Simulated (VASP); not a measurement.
# AlRu (Pm-3m) in VASP: a series of runs

Runs on AlRu. Level: LDA. Tasks: single point.

All numbers are computed with VASP 6.6.1; they aren't measurements. Logs are shortened: lines on timing, memory, paths and dates and some standing lists are left out, and cuts for length are marked.

### Step 1. The cell of the first run

Symmetry: Pm-3m, No. 221, cubic system. The conventional cell has a = 2.992 Å, b = 2.992 Å, c = 2.992 Å, α = 90.00°, β = 90.00°, γ = 90.00°. Within 3.4 Å of Ru (site symmetry m-3m) lie 8 Al at 2.59 Å and 6 Ru at 2.99 Å. Within 3.4 Å of Al (site symmetry m-3m) lie 8 Ru at 2.59 Å and 6 Al at 2.99 Å.

### Step 2. Single point, LDA

Input file INCAR:

```
SYSTEM = AlRu
PREC = Accurate
ENCUT = 520
EDIFF = 1E-7
ISMEAR = -1
SIGMA = 0.05
LREAL = .FALSE.
LASPH = .TRUE.
NELM = 80
ALGO = Normal
ISIF = 2
LWAVE = .FALSE.
LCHARG = .TRUE.
LELF = .TRUE.
LVHAR = .TRUE.
NBANDS = 16
```

Input file KPOINTS:

```
Automatic mesh
0
G
  11 11 11
  0 0 0
```

Input file POSCAR:

```
AlRu
1.0
    2.9916000000      0.0000000000      0.0000000000
    0.0000000000      2.9916000000      0.0000000000
    0.0000000000      0.0000000000      2.9916000000
Ru Al
1 1
Direct
    0.5000000000      0.5000000000      0.5000000000
    0.0000000000      0.0000000000      0.0000000000
```

Potentials or basis: VASP PAW LDA potentials, release 64 (Ru_pv, Al).

Command:

```console
> cat potpaw_LDA.64/Ru_pv/POTCAR potpaw_LDA.64/Al/POTCAR > POTCAR
> mpirun -np 1 vasp_std > vasp.out
```

OUTCAR:

```text
SYSTEM = AlRu
   PREC = Accurate
   ENCUT = 520
   EDIFF = 1E-7
   ISMEAR = -1
   LREAL = .FALSE.
   LASPH = .TRUE.
   NELM = 80
   ISIF = 2

 ion  position               nearest neighbor table
   1  0.500  0.500  0.500-   2 2.59   2 2.59   2 2.59   2 2.59   2 2.59   2 2.59   2 2.59   2 2.59

   2  0.000  0.000  0.000-   1 2.59   1 2.59   1 2.59   1 2.59   1 2.59   1 2.59   1 2.59   1 2.59

  LATTYP: Found a simple cubic cell.
 ALAT       =     2.9916000000

  Lattice vectors:

 A1 = (   2.9916000000,   0.0000000000,   0.0000000000)
 A2 = (   0.0000000000,   2.9916000000,   0.0000000000)
 A3 = (   0.0000000000,   0.0000000000,   2.9916000000)

Analysis of symmetry for initial positions (statically):
=====================================================================
 Subroutine PRICEL returns:
 Original cell was already a primitive cell.

 Routine SETGRP: Setting up the symmetry group for a
 simple cubic supercell.

 Subroutine GETGRP returns: Found 48 space group operations
[... 9 lines left out ...]

 Routine SETGRP: Setting up the symmetry group for a
 simple cubic supercell.

 Subroutine GETGRP returns: Found 48 space group operations
[... 11 lines left out ...]
                                     Primitive cell

  volume of cell :      26.7738

  direct lattice vectors                    reciprocal lattice vectors
     2.991600000  0.000000000  0.000000000     0.334269287  0.000000000  0.000000000
     0.000000000  2.991600000  0.000000000     0.000000000  0.334269287  0.000000000
     0.000000000  0.000000000  2.991600000     0.000000000  0.000000000  0.334269287

  length of vectors
     2.991600000  2.991600000  2.991600000     0.334269287  0.334269287  0.334269287

  position of ions in fractional coordinates (direct lattice)
     0.500000000  0.500000000  0.500000000
     0.000000000  0.000000000  0.000000000

  ion indices of the primitive-cell ions
   primitive index   ion index
                 1           1
                 2           2

----------------------------------------------------------------------------------------

 KPOINTS: Automatic mesh

Automatic generation of k-mesh.
 Grid dimensions read from file:
 generate k-points for:   11   11   11

 Generating k-lattice:

  Cartesian coordinates                     Fractional coordinates (reciprocal lattice)
     0.030388117  0.000000000  0.000000000     0.090909091  0.000000000  0.000000000
     0.000000000  0.030388117  0.000000000     0.000000000  0.090909091  0.000000000
     0.000000000  0.000000000  0.030388117     0.000000000  0.000000000  0.090909091

  Length of vectors
     0.030388117  0.030388117  0.030388117

  Shift w.r.t. Gamma in fractional coordinates (k-lattice)
     0.000000000  0.000000000  0.000000000

 Subroutine IBZKPT returns following result:
 ===========================================

 Found     56 irreducible k-points:

 Following reciprocal coordinates:
            Coordinates               Weight
  0.000000  0.000000  0.000000      1.000000
  0.090909  0.000000  0.000000      6.000000
  0.181818  0.000000  0.000000      6.000000
  0.272727  0.000000  0.000000      6.000000
  0.363636  0.000000  0.000000      6.000000
  0.454545  0.000000  0.000000      6.000000
[... 16 lines left out ...]
  0.181818  0.090909  0.090909     24.000000
  0.272727  0.090909  0.090909     24.000000
 [... further k-points ...]
   k-points           NKPTS =     56   k-points in BZ     NKDIM =     56   number of bands    NBANDS=     16
   number of dos      NEDOS =    301   number of ions     NIONS =      2
   total plane-waves  NPLWV =  13824
   dimension x,y,z NGX =    24 NGY =   24 NGZ =   24
   dimension x,y,z NGXF=    48 NGYF=   48 NGZF=   48
   ions per type =               1   1
   NGX,Y,Z   is equivalent  to a cutoff of  13.34, 13.34, 13.34 a.u.
   NGXF,Y,Z  is equivalent  to a cutoff of  26.67, 26.67, 26.67 a.u.
 SYSTEM =  AlRu
   PREC   = accura    normal or accurate (medium, high low for compatibility)
   ISTART =      0    job   : 0-new  1-cont  2-samecut
   ICHARG =      2    charge: 1-file 2-atom 10-const
   ISPIN  =      1    spin polarized calculation?
   LNONCOLLINEAR =      F non collinear calculations
   LSORBIT =      F    spin-orbit coupling
   LASPH  =      T    aspherical Exc in radial PAW
   ENCUT  =  520.0 eV  38.22 Ry    6.18 a.u.   5.56  5.56  5.56*2*pi/ulx,y,z
   NELM   =     80;   NELMIN=  2; NELMDL= -5     # of ELM steps
   EDIFF  = 0.1E-06   stopping-criterion for ELM
   LREAL  =      F    real-space projection
   EDIFFG = 0.1E-05   stopping-criterion for IOM
   NSW    =      0    number of steps for IOM
   IBRION =     -1    ionic relax: 0-MD 1-quasi-New 2-CG
   NFREE  =      0    steps in history (QN), initial steepest desc. (CG)
   ISIF   =      2    stress and relaxation
   ISYM   =      2    0-nonsym 1-usesym 2-fastsym
   POTIM  = 0.5000    time-step for ionic-motion
   TEBEG  =    0.0;   TEEND  =   0.0 temperature during run
   PSTRESS=    0.0 pullay stress
   NELECT =      17.0000    total number of electrons
   NUPDOWN=      -1.0000    fix difference up-down
   EMIN   =  10.00;   EMAX   =-10.00  energy-range for DOS
   EFERMI =   0.00;   METHOD = LEGACY
   ISMEAR =    -1;   SIGMA  =   0.05  broadening in eV -4-tet -1-fermi 0-gaus
   EFERMI_NEDOS =   21; number of points for ismear=-14 and -15
   IALGO  =     38    algorithm
   IMIX   =      4    mixing-type and parameters
     AMIX     =   0.40;   BMIX     =  1.00
     AMIX_MAG =   1.60;   BMIX_MAG =  1.00
  volume/ion in A,a.u.               =      13.39        90.34
  Fermi-wavevector in a.u.,A,eV,Ry     =   1.407087  2.659009 26.938090  1.979894
  Thomas-Fermi vector in A             =   2.529382
   LORBIT       =      0    0 simple, 1 ext, 2 COOP (PROOUT), +10 PAW based schemes
   GGA     = CA    functional components
   LHFCALC =     F    Hartree Fock is set to
   AEXX    =    0.0000 exact exchange contribution
   IVDW    =     0    specifies the selected vdW correction
   LEPSILON=     F    determine dielectric tensor
   LRPA    =     F    only Hartree local field effects (RPA)
 non-spin polarized calculation
  energy-cutoff  :      520.00
  volume of cell :       26.77
 maximum number of plane-waves:       739
 NGX is ok and might be reduce to    24
   NGX = 11   NGY = 11   NGZ = 11

 number of electron      16.9999995 magnetization

 Free energy of the ion-electron system (eV)
  ---------------------------------------------------
  ext. energy  EPLUGINS =         0.00000000
  ---------------------------------------------------
  free energy    TOTEN  =       -16.15859393 eV

  energy without entropy =      -16.14410451  energy(sigma->0) =      -16.15134922

 E-fermi :  10.5058     XC(G=0): -12.7933

 val. band max:       10.4981393991   @ k =   0.0909   0.0000   0.0000
 cond. band min:      10.5133807001   @ k =   0.4545   0.3636   0.3636
 fundamental gap:      0.0152413010
 Fermi energy:        10.5057974958

 k-point     1 :       0.0000    0.0000    0.0000
  band No.  band energies     occupation
      1     -31.0620      2.00000
      2     -31.0620      2.00000
      3     -31.0620      2.00000
      4       0.8542      2.00000
      5       6.9180      2.00000
      6       6.9180      2.00000
[... 8 lines left out ...]
     15      22.1791      0.00000
     16      25.4152      0.00000

 k-point     2 :       0.0909    0.0000    0.0000
  band No.  band energies     occupation
      1     -31.0792      2.00000
      2     -31.0606      2.00000
      3     -31.0606      2.00000
      4       1.0128      2.00000
      5       6.9730      2.00000
      6       6.9733      2.00000
[... 8 lines left out ...]
     15      22.1808      0.00000
     16      25.9236      0.00000

 k-point     3 :       0.1818    0.0000    0.0000
  band No.  band energies     occupation
      1     -31.1250      2.00000
      2     -31.0567      2.00000
      3     -31.0567      2.00000
      4       1.4769      2.00000
      5       7.0647      2.00000
      6       7.1260      2.00000
[... 8 lines left out ...]
     15      22.8982      0.00000
     16      27.5175      0.00000

 k-point     4 :       0.2727    0.0000    0.0000
  band No.  band energies     occupation
      1     -31.1845      2.00000
      2     -31.0517      2.00000
      3     -31.0517      2.00000
      4       2.2126      2.00000
      5       6.9635      2.00000
      6       7.3404      2.00000
[... 8 lines left out ...]
     15      23.3809      0.00000
     16      26.4940      0.00000

 k-point     5 :       0.3636    0.0000    0.0000
  band No.  band energies     occupation
      1     -31.2388      2.00000
      2     -31.0470      2.00000
      3     -31.0470      2.00000
      4       3.1673      2.00000
      5       6.4126      2.00000
      6       7.5540      2.00000
[... 8 lines left out ...]
     15      23.6339      0.00000
     16      24.8577      0.00000

 k-point     6 :       0.4545    0.0000    0.0000
  band No.  band energies     occupation
      1     -31.2709      2.00000
      2     -31.0443      2.00000
      3     -31.0443      2.00000
      4       4.2550      2.00000
      5       5.4574      2.00000
      6       7.6900      2.00000
[... 8 lines left out ...]
     15      23.4647      0.00000
     16      23.4647      0.00000
[... 267 lines left out ...]
 k-point    21 :       0.4545    0.4545    0.0000
  band No.  band energies     occupation
      1     -31.2448      2.00000
      2     -31.2444      2.00000
      3     -31.0261      2.00000
      4       4.4969      2.00000
      5       7.2685      2.00000
      6       9.0917      2.00000
[... 8 lines left out ...]
     15      24.2344      0.00000
     16      25.0982      0.00000

 k-point    22 :       0.0909    0.0909    0.0909
  band No.  band energies     occupation
      1     -31.0776      2.00000
      2     -31.0755      2.00000
      3     -31.0755      2.00000
      4       1.3241      2.00000
      5       7.0900      2.00000
      6       7.0900      2.00000
[... 8 lines left out ...]
     15      22.1797      0.00000
     16      26.7534      0.00000

 k-point    23 :       0.1818    0.0909    0.0909
  band No.  band energies     occupation
      1     -31.1218      2.00000
      2     -31.0728      2.00000
      3     -31.0715      2.00000
      4       1.7753      2.00000
      5       7.2052      2.00000
      6       7.2384      2.00000
[... 8 lines left out ...]
     15      23.3021      0.00000
     16      27.1394      0.00000

 k-point    24 :       0.2727    0.0909    0.0909
  band No.  band energies     occupation
      1     -31.1809      2.00000
      2     -31.0675      2.00000
      3     -31.0663      2.00000
      4       2.4873      2.00000
      5       7.0941      2.00000
      6       7.4524      2.00000
[... 8 lines left out ...]
     15      24.2604      0.00000
     16      25.3223      0.00000

 [... further k-points ...]
[... 5 lines left out ...]
  --------------------------------------------------------------------------------------
  -------------------------------------------------------------------------------------
  Total       -1.2659293     -1.2659293     -1.2659293     -0.0000000     -0.0000000      0.0000000
  in kB      -75.7546780    -75.7546780    -75.7546780     -0.0000000     -0.0000000      0.0000000
  external PRESSURE =     -75.7546780 kB  Pullay stress =       0.0000000 kB

 VOLUME and BASIS-vectors are now :
 -----------------------------------------------------------------------------
  energy-cutoff  :      520.00
  volume of cell :       26.77
      direct lattice vectors                 reciprocal lattice vectors
     2.991600000  0.000000000  0.000000000     0.334269287  0.000000000  0.000000000
     0.000000000  2.991600000  0.000000000     0.000000000  0.334269287  0.000000000
     0.000000000  0.000000000  2.991600000     0.000000000  0.000000000  0.334269287

 POSITION                                       TOTAL-FORCE (eV/Angst)
 -----------------------------------------------------------------------------------
      1.49580      1.49580      1.49580         0.000000      0.000000      0.000000
      0.00000      0.00000      0.00000         0.000000      0.000000      0.000000
 -----------------------------------------------------------------------------------
    total drift:                                0.000000     -0.000000     -0.000000

  FREE ENERGIE OF THE ION-ELECTRON SYSTEM (eV)
  ---------------------------------------------------
  free  energy   TOTEN  =       -16.1585939296 eV

  energy  without entropy=      -16.1441045089  energy(sigma->0) =      -16.15134922
```

It took 9 s on 1 thread of Intel Xeon 6975P-C, shared host; peak memory 0.14 GiB.

Results:

```
Free energy : -16.1586 eV
Pressure    : -7.6 GPa
```

### Step 3. Single point, LDA

Input file INCAR:

```
ALGO = Normal
EDIFF = 1E-6
ENCUT = 520
ISIF = 2
ISMEAR = -1
LASPH = T
LCHARG = T
LELF = T
LREAL = F
LVHAR = T
LWAVE = F
NBANDS = 16
NELM = 80
PREC = Accurate
SIGMA = 0.05
```

Input file KPOINTS:

```
k-points
0
Gamma
  13 13 13
```

POSCAR is that of step 2.

Potentials or basis: VASP PAW LDA potentials, release 64 (Ru_pv, Al).

Command:

```console
> cat potpaw_LDA.64/Ru_pv/POTCAR potpaw_LDA.64/Al/POTCAR > POTCAR
> mpirun -np 1 vasp_std > vasp.out
```

OUTCAR:

```text
EDIFF = 1E-6
   ENCUT = 520
   ISIF = 2
   ISMEAR = -1
   LASPH = T
   LREAL = F
   NELM = 80
   PREC = Accurate

 ion  position               nearest neighbor table
   1  0.500  0.500  0.500-   2 2.59   2 2.59   2 2.59   2 2.59   2 2.59   2 2.59   2 2.59   2 2.59

   2  0.000  0.000  0.000-   1 2.59   1 2.59   1 2.59   1 2.59   1 2.59   1 2.59   1 2.59   1 2.59

  LATTYP: Found a simple cubic cell.
 ALAT       =     2.9916000000

  Lattice vectors:

 A1 = (   2.9916000000,   0.0000000000,   0.0000000000)
 A2 = (   0.0000000000,   2.9916000000,   0.0000000000)
 A3 = (   0.0000000000,   0.0000000000,   2.9916000000)

Analysis of symmetry for initial positions (statically):
=====================================================================
 Subroutine PRICEL returns:
 Original cell was already a primitive cell.

 Routine SETGRP: Setting up the symmetry group for a
 simple cubic supercell.

 Subroutine GETGRP returns: Found 48 space group operations
[... 9 lines left out ...]

[... 146 lines left out ...]

 Free energy of the ion-electron system (eV)
  ---------------------------------------------------
  ext. energy  EPLUGINS =         0.00000000
  ---------------------------------------------------
  free energy    TOTEN  =       -16.16891551 eV

  energy without entropy =      -16.15705671  energy(sigma->0) =      -16.16298611

 E-fermi :  10.5477     XC(G=0): -12.7924

 val. band max:       10.5406314163   @ k =   0.4615   0.1538   0.0000
 cond. band min:      10.5576826447   @ k =   0.2308   0.0769   0.0769
 fundamental gap:      0.0170512284
 Fermi energy:        10.5477148784

 k-point     1 :       0.0000    0.0000    0.0000
  band No.  band energies     occupation
      1     -31.0488      2.00000
      2     -31.0488      2.00000
      3     -31.0488      2.00000
      4       0.8538      2.00000
      5       6.9212      2.00000
      6       6.9212      2.00000
[... 433 lines left out ...]
      3     -31.0204      2.00000
      4       4.3145      2.00000
      5       6.5417      2.00000
      6       8.4135      2.00000
[... 8 lines left out ...]
     15      22.7885      0.00000
     16      25.1972      0.00000

 [... further k-points ...]
[... 5 lines left out ...]
  --------------------------------------------------------------------------------------
  -------------------------------------------------------------------------------------
  Total       -1.2779245     -1.2779245     -1.2779245      0.0000000      0.0000000     -0.0000000
  in kB      -76.4724875    -76.4724875    -76.4724875      0.0000000      0.0000000     -0.0000000
  external PRESSURE =     -76.4724875 kB  Pullay stress =       0.0000000 kB

 VOLUME and BASIS-vectors are now :
 -----------------------------------------------------------------------------
  energy-cutoff  :      520.00
  volume of cell :       26.77
      direct lattice vectors                 reciprocal lattice vectors
     2.991600000  0.000000000  0.000000000     0.334269287  0.000000000  0.000000000
     0.000000000  2.991600000  0.000000000     0.000000000  0.334269287  0.000000000
     0.000000000  0.000000000  2.991600000     0.000000000  0.000000000  0.334269287

 POSITION                                       TOTAL-FORCE (eV/Angst)
 -----------------------------------------------------------------------------------
      1.49580      1.49580      1.49580         0.000000      0.000000      0.000000
      0.00000      0.00000      0.00000         0.000000      0.000000      0.000000
 -----------------------------------------------------------------------------------
    total drift:                                0.000000     -0.000000     -0.000000

  FREE ENERGIE OF THE ION-ELECTRON SYSTEM (eV)
  ---------------------------------------------------
  free  energy   TOTEN  =       -16.1689155070 eV

  energy  without entropy=      -16.1570567140  energy(sigma->0) =      -16.16298611
```

OSZICAR:

```text
N       E                     dE             d eps       ncg     rms          rms(c)
DAV:   1     0.114816740539E+03    0.11482E+03   -0.91967E+03  2752   0.992E+02
DAV:   2    -0.149475847180E+02   -0.12976E+03   -0.12317E+03  3192   0.292E+02
DAV:   3    -0.168419963135E+02   -0.18944E+01   -0.18891E+01  3528   0.367E+01
DAV:   4    -0.168533418499E+02   -0.11346E-01   -0.11333E-01  3280   0.307E+00
DAV:   5    -0.168534756671E+02   -0.13382E-03   -0.13370E-03  3264   0.312E-01    0.123E+01
DAV:   6    -0.162700771839E+02    0.58340E+00   -0.23167E+00  2816   0.162E+01    0.235E+00
DAV:   7    -0.161893784639E+02    0.80699E-01   -0.18476E-01  2736   0.485E+00    0.209E+00
DAV:   8    -0.161691081256E+02    0.20270E-01   -0.20275E-02  3176   0.938E-01    0.202E-01
DAV:   9    -0.161689415238E+02    0.16660E-03   -0.24267E-04  3232   0.116E-01    0.121E-01
DAV:  10    -0.161689158259E+02    0.25698E-04   -0.33601E-05  3056   0.645E-02    0.111E-02
DAV:  11    -0.161689155070E+02    0.31887E-06   -0.11564E-06  2608   0.123E-02
   1 F= -.16168916E+02 E0= -.16162986E+02  d E =-.118588E-01
```

stdout:

```text
POSCAR found type information on POSCAR RuAl
 POSCAR found :  2 types and       2 ions
 scaLAPACK will be used
 LDA part: xc-table for (Slater(with rela. corr.)+CA(PZ))
 , standard interpolation
 POSCAR, INCAR and KPOINTS ok, starting setup
 FFT: planning ... GRIDC
 FFT: planning ... GRID_SOFT
 FFT: planning ... GRID
 WAVECAR not read
 entering main loop
```

Wall time 14 s (1 thread of Intel Xeon 6975P-C, shared host); peak memory 0.15 GiB.

Results:

```yaml
Free_energy: -16.1689 eV
Pressure: -7.6 GPa
```

Levels at points of the mesh, in eV from the Fermi level:
| k point | band 5 | band 6 | band 7 | band 8 | band 9 | band 10 | band 11 | band 12 | band 13 | band 14 |
| --- | --- | --- | --- | --- | --- | --- | --- | --- | --- | --- |
| (0.00, 0.00, 0.00) | -3.63 | -3.63 | 0.16 | 0.16 | 0.16 | 5.99 | 5.99 | 5.99 | 11.00 | 11.00 |
